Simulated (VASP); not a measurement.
# LiPb4S8 (a cell with a defect) in VASP: a series of runs

LiPb4S8 (a cell with a defect) is run at these levels: PBE; tasks: single point.

All numbers are computed with VASP 6.6.1; they aren't measurements. Logs are shortened: lines on timing, memory, paths and dates and some standing lists are left out, and cuts for length are marked.

### Step 1. The cell of the first run

The cell holds a defect, 13 atoms: a = 6.150 Å, b = 6.150 Å, c = 7.553 Å, α = 90.00°, β = 90.00°, γ = 90.00°.

### Step 2. Single point, PBE, collinear spin, zero start

File INCAR:

```
SYSTEM = LiPb4S8
ALGO = Normal ; EDIFF = 1E-6
ENCUT = 520 ; GGA = PE
ISIF = 2 ; ISMEAR = -1
ISPIN = 2 ; LASPH = .True.
LCHARG = .False. ; LORBIT = 11
LREAL = .False. ; LWAVE = .False.
MAGMOM = 0 0 0 0 0 0 0 0 0 0 0 0 0 ; NBANDS = 70
NELM = 150 ; PREC = Accurate
SIGMA = 0.05
```

File KPOINTS:

```
k-points
0
Gamma
  2 2 2
  0 0 0
```

File POSCAR:

```
LiPb4S8
1.0
    6.1499340000      0.0000000000      0.0000000000
    0.0000000000      6.1499340000      0.0000000000
    0.0000000000      0.0000000000      7.5531970000
Pb S Li
4 8 1
Direct
   -0.0128825773     -0.0043750063      0.7515250827
    0.0508460741     -0.0267960599      0.2310412399
    0.4747076961      0.5491408526      0.2307822767
    0.4954872686      0.4867328658      0.7523173300
    0.6622002773      0.1611796159     -0.0037682057
    0.8717223632      0.3725454615      0.5103232446
    0.3707428405      0.1128169831      0.5138977575
    0.1231590453      0.3829650855      0.0017809677
    0.1124148649      0.6105873657      0.4983092590
    0.3718683810      0.8713950426     -0.0010024894
    0.8837981025      0.6231235977      0.0017261565
    0.6124574670      0.8691551812      0.5141814784
    0.6468882430      0.1446937479      0.3022268584
```

Potentials or basis: VASP PAW PBE potentials, release 64 (Pb_d, S, Li_sv).

Run with:

```bash
$ cat potpaw_PBE.64/Pb_d/POTCAR potpaw_PBE.64/S/POTCAR potpaw_PBE.64/Li_sv/POTCAR > POTCAR
$ mpirun -np 1 vasp_std > vasp.out
```

OUTCAR:

```text
SYSTEM = LiPb4S8
   EDIFF = 1E-6
   ENCUT = 520
   GGA = PE
   ISIF = 2
   ISMEAR = -1
   ISPIN = 2
   LASPH = .True.
   LORBIT = 11
   LREAL = .False.
   NELM = 150
   PREC = Accurate

 ion  position               nearest neighbor table
   1  0.987  0.996  0.752-   5 2.91  12 3.02   6 3.03  11 3.04   7 3.05  10 3.11   9 3.14   8 3.15
                             2 3.65   2 3.95
   2  0.051  0.973  0.231-  10 2.71  13 2.75  11 2.95   7 3.03   9 3.03   8 3.09   5 3.19   6 3.42
                             1 3.65   3 3.69   1 3.95
   3  0.475  0.549  0.231-  10 2.72  13 2.76   8 2.95  12 3.03   9 3.03  11 3.09   5 3.19   6 3.41
                             4 3.64   2 3.69   4 3.96
   4  0.495  0.487  0.752-   5 2.91   7 3.02   6 3.03   8 3.03  12 3.05  10 3.11   9 3.13  11 3.16
                             3 3.64   3 3.96
   5  0.662  0.161  0.996-  13 2.32  10 2.52   1 2.91   4 2.91   3 3.19   2 3.19
   6  0.872  0.373  0.510-   9 2.08  13 2.52   4 3.03   1 3.03   3 3.41   2 3.42
   7  0.371  0.113  0.514-  12 2.11  13 2.34   4 3.02   2 3.03   1 3.05
   8  0.123  0.383  0.002-  11 2.09   3 2.95   4 3.03   2 3.09   1 3.15
   9  0.112  0.611  0.498-   6 2.08   3 3.03   2 3.03   4 3.13   1 3.14
  10  0.372  0.871  0.999-   5 2.52   2 2.71   3 2.72   4 3.11   1 3.11
  11  0.884  0.623  0.002-   8 2.09   2 2.95   1 3.04   3 3.09   4 3.16
  12  0.612  0.869  0.514-   7 2.11  13 2.34   1 3.02   3 3.03   4 3.05
  13  0.647  0.145  0.302-   5 2.32   7 2.34  12 2.34   6 2.52   2 2.75   3 2.76

  LATTYP: Found a simple tetragonal cell.
 ALAT       =     6.1499340000
 C/A-ratio  =     1.2281752942

  Lattice vectors:

 A1 = (   6.1499340000,   0.0000000000,   0.0000000000)
 A2 = (   0.0000000000,   6.1499340000,   0.0000000000)
 A3 = (   0.0000000000,   0.0000000000,   7.5531970000)

Analysis of symmetry for initial positions (statically):
=====================================================================
 Subroutine PRICEL returns:
 Original cell was already a primitive cell.

 Routine SETGRP: Setting up the symmetry group for a
 simple tetragonal supercell.

 Subroutine GETGRP returns: Found  1 space group operations
 (whereof  1 operations were pure point group operations)
 out of a pool of 16 trial point group operations.

The static configuration has the point symmetry C_1 .

Analysis of symmetry for dynamics (positions and initial velocities):
=====================================================================
 Subroutine PRICEL returns:
 Original cell was already a primitive cell.

 Routine SETGRP: Setting up the symmetry group for a
 simple tetragonal supercell.
[... 190 lines left out ...]
      6     -11.0064      1.00000
[... 533 lines left out ...]
     64       9.0661      0.00000
     65       9.2706      0.00000
 Fermi energy:         6.6385171165

 spin component 2

 k-point     1 :       0.0000    0.0000    0.0000
  band No.  band energies     occupation
      1     -39.9826      1.00000
      2     -11.1030      1.00000
      3     -11.0500      1.00000
      4     -11.0225      1.00000
      5     -11.0144      1.00000
      6     -11.0064      1.00000
[... 533 lines left out ...]
     64       9.0661      0.00000
     65       9.2706      0.00000
 [bands above 65 left out]

------------------------ aborting loop because EDIFF is reached ----------------------------------------

  FORCE on cell =-STRESS in cart. coord.  units (eV):
  Direction    XX          YY          ZZ          XY          YZ          ZX
  --------------------------------------------------------------------------------------
  -------------------------------------------------------------------------------------
  Total        8.0910113      8.0474104      4.8844520      1.4225987     -0.4575324     -0.4875773
  in kB       45.3776150     45.1330841     27.3939531      7.9785004     -2.5660242     -2.7345278
  external PRESSURE =      39.3015507 kB  Pullay stress =       0.0000000 kB

 VOLUME and BASIS-vectors are now :
 -----------------------------------------------------------------------------
  energy-cutoff  :      520.00
  volume of cell :      285.67
      direct lattice vectors                 reciprocal lattice vectors
     6.149934000  0.000000000  0.000000000     0.162603371  0.000000000  0.000000000
     0.000000000  6.149934000  0.000000000     0.000000000  0.162603371  0.000000000
     0.000000000  0.000000000  7.553197000     0.000000000  0.000000000  0.132394270

 POSITION                                       TOTAL-FORCE (eV/Angst)
 -----------------------------------------------------------------------------------
      6.07071      6.12303      5.67642        -0.015147     -0.002797      0.000273
      0.31270      5.98514      1.74510        -0.007676     -0.000835      0.001653
      2.91942      3.37718      1.74314        -0.000599     -0.004388     -0.000268
      3.04721      2.99338      5.68240        -0.000354     -0.014739     -0.001620
      4.07249      0.99124      7.52474         0.008354      0.006803     -0.032534
      5.36104      2.29113      3.85457         0.077490      0.074695     -0.034493
      2.28004      0.69382      3.88157         0.092499     -0.078664      0.007162
      0.75742      2.35521      0.01345        -0.069135      0.072500      0.000472
      0.69134      3.75507      3.76383        -0.080398     -0.076821      0.027075
      2.28697      5.35902      7.54563         0.004899      0.002387      0.002884
      5.43530      3.83217      0.01304         0.071856     -0.071265      0.000122
      3.76657      5.34525      3.88371        -0.078437      0.092858      0.008179
      3.97832      0.88986      2.28278        -0.003350      0.000267      0.021096
 -----------------------------------------------------------------------------------
    total drift:                               -0.000926     -0.000393      0.000239

  FREE ENERGIE OF THE ION-ELECTRON SYSTEM (eV)
  ---------------------------------------------------
  free  energy   TOTEN  =       -52.6526435132 eV

  energy  without entropy=      -52.6522101529  energy(sigma->0) =      -52.65242683

 total charge

# of ion       s       p       d       tot
------------------------------------------
    1        1.493   0.480   9.847  11.820
    2        1.470   0.560   9.846  11.876
    3        1.471   0.558   9.846  11.875
    4        1.493   0.481   9.848  11.822
    5        1.372   2.297   0.000   3.668
    6        1.347   2.327   0.000   3.675
    7        1.360   2.317   0.000   3.678
    8        1.364   2.288   0.000   3.652
    9        1.356   2.301   0.000   3.657
   10        1.381   2.276   0.000   3.657
   11        1.364   2.288   0.000   3.652
   12        1.360   2.317   0.000   3.678
   13        2.028   0.073   0.000   2.101
--------------------------------------------------
tot         18.861  20.564  39.387  78.811

 magnetization (x)

# of ion       s       p       d       tot
------------------------------------------
    1       -0.000  -0.000   0.000   0.000
    2       -0.000   0.000   0.000   0.000
    3       -0.000  -0.000   0.000   0.000
    4       -0.000   0.000   0.000   0.000
    5        0.000   0.000   0.000   0.000
    6        0.000   0.000   0.000   0.000
    7       -0.000  -0.000   0.000  -0.000
    8       -0.000  -0.000   0.000  -0.000
    9        0.000   0.000   0.000   0.000
   10        0.000  -0.000   0.000  -0.000
   11       -0.000  -0.000   0.000  -0.000
   12       -0.000  -0.000   0.000  -0.000
   13       -0.000  -0.000   0.000  -0.000
--------------------------------------------------
tot         -0.000  -0.000   0.000  -0.000
```

OSZICAR:

```text
N       E                     dE             d eps       ncg     rms          rms(c)
DAV:   1     0.122711578961E+04    0.12271E+04   -0.46788E+04  2240   0.160E+03
DAV:   2     0.151180048371E+03   -0.10759E+04   -0.10276E+04  2304   0.434E+02
DAV:   3    -0.383863275922E+02   -0.18957E+03   -0.17966E+03  3122   0.197E+02
DAV:   4    -0.535064676268E+02   -0.15120E+02   -0.14853E+02  3024   0.530E+01
DAV:   5    -0.547048829367E+02   -0.11984E+01   -0.11930E+01  4130   0.114E+01    0.198E+01
DAV:   6    -0.527621237717E+02    0.19428E+01   -0.28082E+00  3226   0.116E+01    0.118E+01
DAV:   7    -0.526762212996E+02    0.85902E-01   -0.19675E+00  3160   0.484E+00    0.447E+00
DAV:   8    -0.526536260915E+02    0.22595E-01   -0.30132E-01  3080   0.311E+00    0.903E-01
DAV:   9    -0.526521428109E+02    0.14833E-02   -0.26421E-02  3048   0.762E-01    0.458E-01
DAV:  10    -0.526524499480E+02   -0.30714E-03   -0.62188E-03  3234   0.270E-01    0.229E-01
DAV:  11    -0.526525542754E+02   -0.10433E-03   -0.66076E-04  3272   0.109E-01    0.895E-02
DAV:  12    -0.526526108478E+02   -0.56572E-04   -0.14525E-04  2924   0.455E-02    0.468E-02
DAV:  13    -0.526526334358E+02   -0.22588E-04   -0.19828E-05  2632   0.199E-02    0.280E-02
DAV:  14    -0.526526431373E+02   -0.97016E-05   -0.12223E-05  2544   0.188E-02    0.647E-03
DAV:  15    -0.526526435132E+02   -0.37587E-06   -0.16849E-06  1888   0.669E-03
   1 F= -.52652644E+02 E0= -.52652427E+02  d E =-.433360E-03  mag=     0.0000
```

Run time: 8.1 min. Hardware: 1 thread of Intel Xeon Platinum 8175M at 2.50GHz (Skylake/Cascade Lake), shared host; peak memory 0.55 GiB.

What came out:

* Free energy: -52.6526 eV
* Largest force: 0.122 eV/Å
* Net moment: 0.00 μB per cell
* Valence electrons inside the program's atomic spheres: Pb 11.82, 11.88 (each value once); S 3.67, 3.68, 3.65, 3.66 (each value once); Li 2.10

Forces on the atoms (eV/Å):
```
Pb  -0.015 -0.003  0.000
Pb  -0.008 -0.001  0.002
Pb  -0.001 -0.004  0.000
Pb   0.000 -0.015 -0.002
S    0.008  0.007 -0.033
S    0.077  0.075 -0.034
S    0.092 -0.079  0.007
S   -0.069  0.072  0.000
S   -0.080 -0.077  0.027
S    0.005  0.002  0.003
S    0.072 -0.071  0.000
S   -0.078  0.093  0.008
Li  -0.003  0.000  0.021
```

Levels at points of the mesh, in eV from the Fermi level:
Spin up:
| k point | band 50 | band 51 | band 52 | band 53 | band 54 | band 55 | band 56 | band 57 |
| --- | --- | --- | --- | --- | --- | --- | --- | --- |
| (0.00, 0.00, 0.00) | -2.13 | -0.92 | -0.77 | -0.39 | 0.45 | 1.10 | 1.11 | 1.49 |
| (0.50, 0.00, 0.00) | -2.33 | -1.94 | -1.77 | -1.34 | -0.36 | 0.47 | 0.89 | 1.26 |
| (0.00, 0.50, 0.00) | -2.34 | -1.94 | -1.77 | -1.34 | -0.35 | 0.46 | 0.89 | 1.26 |
| (0.50, 0.50, 0.00) | -2.02 | -1.74 | -1.08 | -0.91 | 0.33 | 0.62 | 0.79 | 1.07 |
| (0.00, 0.00, 0.50) | -2.55 | -2.51 | -0.88 | -0.80 | 0.57 | 0.85 | 1.01 | 1.17 |
| (0.50, 0.00, 0.50) | -1.76 | -1.59 | -1.51 | -1.39 | -0.57 | 0.48 | 0.49 | 0.64 |
| (0.00, 0.50, 0.50) | -1.77 | -1.59 | -1.51 | -1.39 | -0.57 | 0.47 | 0.49 | 0.64 |
| (0.50, 0.50, 0.50) | -1.86 | -1.64 | -1.47 | -1.37 | 0.51 | 1.28 | 1.74 | 1.76 |
Spin down:
```
           k point  band 51  band 52  band 53  band 54  band 55  band 56
(0.00, 0.00, 0.00)    -0.92    -0.77    -0.39     0.45     1.10     1.11
(0.50, 0.00, 0.00)    -1.94    -1.77    -1.34    -0.36     0.47     0.89
(0.00, 0.50, 0.00)    -1.94    -1.77    -1.34    -0.35     0.46     0.89
(0.50, 0.50, 0.00)    -1.74    -1.08    -0.91     0.33     0.62     0.79
(0.00, 0.00, 0.50)    -2.51    -0.88    -0.80     0.57     0.85     1.01
(0.50, 0.00, 0.50)    -1.59    -1.51    -1.39    -0.57     0.48     0.49
(0.00, 0.50, 0.50)    -1.59    -1.51    -1.39    -0.57     0.47     0.49
(0.50, 0.50, 0.50)    -1.64    -1.47    -1.37     0.51     1.28     1.74
```

Caveat: the k points lie up to 0.51 Å⁻¹ apart; the cutoff is under 1.25 times the usual one of these potentials, so pressure, stress and relaxed cells hold a basis-set (Pulay) error; no moment was typed at the start, so none could form; spin-orbit coupling is left out, which moves the levels of the heavy elements.

### Step 3. Single point, PBE, collinear spin, zero start

File INCAR:

```
ALGO = Normal ; EDIFF = 1E-6
ENCUT = 520 ; GGA = PE
ISIF = 2 ; ISMEAR = -1
ISPIN = 2 ; LASPH = T
LCHARG = F ; LORBIT = 11
LREAL = F ; LWAVE = F
MAGMOM = 0 0 0 0 0 0 0 0 0 0 0 0 0 ; NBANDS = 70
NELM = 150 ; PREC = Accurate
SIGMA = 0.05
```

File KPOINTS:

```
k-points
0
Gamma
  2 2 2
```

File POSCAR:

```
LiPb4S8
1.0
    6.1499340000      0.0000000000      0.0000000000
    0.0000000000      6.1499340000      0.0000000000
    0.0000000000      0.0000000000      7.5531970000
Pb S Li
4 8 1
Direct
   -0.0132905491     -0.0001647172      0.7585389339
    0.0518475483     -0.0330102730      0.2279450675
    0.4606839683      0.5512929082      0.2412152099
    0.5039299609      0.4886671955      0.7501806189
    0.6487539541      0.1575881953     -0.0101697334
    0.8862353645      0.3701587692      0.5140993939
    0.3709404036      0.1146992797      0.5026337854
    0.1261652564      0.3798206615     -0.0008261402
    0.1093655639      0.6241889750      0.5016486396
    0.3725833480      0.8615094081     -0.0046813290
    0.8784772324      0.6117745329      0.0052949764
    0.6245717434      0.8839467220      0.5008689698
    0.6705684972      0.1723317681      0.2986732638
```

Potentials or basis: VASP PAW PBE potentials, release 64 (Pb_d, S, Li_sv).

Run with:

```bash
$ cat potpaw_PBE.64/Pb_d/POTCAR potpaw_PBE.64/S/POTCAR potpaw_PBE.64/Li_sv/POTCAR > POTCAR
$ mpirun -np 1 vasp_std > vasp.out
```

Wall time 6.9 min (1 thread of Intel Xeon Platinum 8175M at 2.50GHz (Skylake/Cascade Lake), shared host); peak memory 0.55 GiB.

The run converged. Its results:

```
Free energy                                           : -52.6128 eV
Largest force                                         : 0.160 eV/Å
Net moment                                            : 0.00 μB per cell
Valence electrons inside the program's atomic spheres : Pb 11.82, 11.88 (each value once); S 3.67, 3.68, 3.65, 3.66 (each value once); Li 2.10
```

Forces on the atoms (eV/Å):
```
Pb   0.011 -0.008 -0.010
Pb  -0.023  0.048 -0.019
Pb   0.041  0.015 -0.063
Pb  -0.017 -0.009  0.015
S    0.089  0.045  0.026
S    0.085  0.100 -0.047
S    0.081 -0.094  0.019
S   -0.076  0.079 -0.006
S   -0.079 -0.111 -0.010
S   -0.020  0.016  0.007
S    0.114 -0.020 -0.039
S   -0.086  0.020  0.060
Li  -0.120 -0.082  0.066
```

Levels at points of the mesh, in eV from the Fermi level:
Spin up:
```tsv
k point	band 49	band 50	band 51	band 52	band 53	band 54	band 55	band 56	band 57	band 58
(0.00, 0.00, 0.00)	-2.30	-2.12	-0.95	-0.81	-0.42	0.41	1.10	1.15	1.45	1.85
(0.50, 0.00, 0.00)	-2.46	-2.40	-1.99	-1.71	-1.42	-0.28	0.42	0.86	1.20	1.69
(0.00, 0.50, 0.00)	-2.50	-2.36	-1.97	-1.75	-1.43	-0.39	0.38	0.95	1.28	1.61
(0.50, 0.50, 0.00)	-2.25	-1.98	-1.79	-1.15	-0.91	0.29	0.63	0.77	0.93	1.22
(0.00, 0.00, 0.50)	-2.66	-2.58	-2.48	-0.92	-0.85	0.55	0.82	0.88	1.15	1.30
(0.50, 0.00, 0.50)	-2.59	-1.89	-1.65	-1.55	-1.41	-0.47	0.40	0.48	0.67	1.61
(0.00, 0.50, 0.50)	-2.68	-1.83	-1.63	-1.53	-1.37	-0.60	0.39	0.54	0.67	1.60
(0.50, 0.50, 0.50)	-2.47	-1.93	-1.77	-1.47	-1.41	0.53	1.18	1.67	1.74	1.78
```
Spin down:
```tsv
k point	band 50	band 51	band 52	band 53	band 54	band 55	band 56	band 57
(0.00, 0.00, 0.00)	-2.12	-0.95	-0.81	-0.42	0.41	1.10	1.15	1.45
(0.50, 0.00, 0.00)	-2.40	-1.99	-1.71	-1.42	-0.28	0.42	0.86	1.20
(0.00, 0.50, 0.00)	-2.36	-1.97	-1.75	-1.43	-0.39	0.38	0.95	1.28
(0.50, 0.50, 0.00)	-1.98	-1.79	-1.15	-0.91	0.29	0.63	0.77	0.93
(0.00, 0.00, 0.50)	-2.58	-2.48	-0.92	-0.85	0.55	0.82	0.88	1.15
(0.50, 0.00, 0.50)	-1.89	-1.65	-1.55	-1.41	-0.47	0.40	0.48	0.67
(0.00, 0.50, 0.50)	-1.83	-1.63	-1.53	-1.37	-0.60	0.39	0.54	0.67
(0.50, 0.50, 0.50)	-1.93	-1.77	-1.47	-1.41	0.53	1.18	1.67	1.74
```

Caveat: the k points lie up to 0.51 Å⁻¹ apart; the cutoff is under 1.25 times the usual one of these potentials, so pressure, stress and relaxed cells hold a basis-set (Pulay) error; no moment was typed at the start, so none could form; spin-orbit coupling is left out, which moves the levels of the heavy elements.
